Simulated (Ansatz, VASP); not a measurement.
K2Br in VASP and in Ansatz

```
K Br
1.0
    -2.07578    2.07578    7.92239
     2.07578   -2.07578    7.92239
     2.07578    2.07578   -7.92239
K Br
2 1
Cartesian
  0.0000 0.0000 9.8853
  0.0000 0.0000 5.9595
  0.0000 0.0000 0.0000
```

Alike in both runs: functional PBE; k mesh 16 × 16 × 16; occupations gaussian, width 0.1 eV; no spin polarisation.

Ansatz relaxed the structure, and its values are those at the end. VASP's run is a single point on that final structure, the one shown.

|  | VASP | Ansatz |
| --- | --- | --- |
| version | VASP 6.6.1 | Ansatz 0.2.0 |
| potentials or method | VASP PAW PBE potentials, release 64 (K_sv, Br), cutoff 520 eV | scalar-relativistic, plane waves, PAW |
| valence electrons in the cell | 25 | 25 |

```csv
,VASP,Ansatz,Ansatz less VASP
gap on the k mesh at the Fermi level (eV),none,none,-
pressure (GPa),0.0,0.0,-0.01
```

A gap of «none» marks a metal or a gap that the smearing closes. With one functional, cell and mesh, what is left measures potentials, basis and numerics.
